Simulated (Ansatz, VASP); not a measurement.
# One calculation of WC, two programs

File INCAR:

```
PREC = Accurate
ENCUT = 520
EDIFF = 1E-6
ISMEAR = 0
SIGMA = 0.15
LREAL = F
LASPH = T
NELM = 100
ALGO = Normal
ISIF = 2
LWAVE = F
LCHARG = F
GGA = PS
NBANDS = 16
```

Contents of KPOINTS:

```
regular mesh
0
Gamma
  24 24 22
```

POSCAR

```
WC
1.0
    3.0143502137      0.0000000000      0.0000000000
   -1.5071751068      2.6105038610      0.0000000000
    0.0000000000      0.0000000000      2.7145074275
W C
1 1
Direct
    0.0000000000      0.0000000000      0.0000000000
    0.6666666667      0.3333333333      0.5000000000
```

Input for Ansatz:

```yaml
crystal:
  lattice:
    - [3.0143502137, 0.0, 0.0]
    - [-1.5071751068, 2.610503861, 0.0]
    - [0.0, 0.0, 2.7145074275]
  atoms:
    - { symbol: W, position: [0.0, 0.0, 0.0] }
    - { symbol: C, position: [0.6666666667, 0.3333333333, 0.5] }
basis:
  ecutwfc: 420
kpoints:
  mp_grid: { grid: [24, 24, 22] }
hamiltonian:
  xc: pbesol
scf:
  occupations: { method: gaussian, width: 0.15 }
output:
  forces: true
  stress: true
  eigenvalues: true
```

Change from the starting cell: strain +0.040 along x and y, -0.040 along z, atoms carried along.

Alike in both runs: task single point; functional PBEsol; k mesh 24 × 24 × 22; occupations gaussian, width 0.15 eV; no spin polarisation.

|  | VASP | Ansatz |
| --- | --- | --- |
| version | VASP 6.6.1 | Ansatz 0.2.0 |
| potentials or method | VASP PAW PBE potentials, release 64 (W_sv, C), cutoff 520 eV | scalar-relativistic, plane waves, PAW |
| valence electrons in the cell | 18 | 18 |

|  | VASP | Ansatz | Ansatz less VASP |
| --- | --- | --- | --- |
| gap on the k mesh at the Fermi level (eV) | none | none | - |
| pressure (GPa) | -8.0 | -9.1 | -1.13 |
| traceless stress, the component that is largest in VASP (GPa) | 35.77 | 35.43 | -0.343 |

VASP's potentials were made for PBE, not for PBEsol. A gap of «none» marks a metal or a gap that the smearing closes. With one functional, cell and mesh, what is left measures potentials, basis and numerics.

Spin-orbit coupling is off throughout.
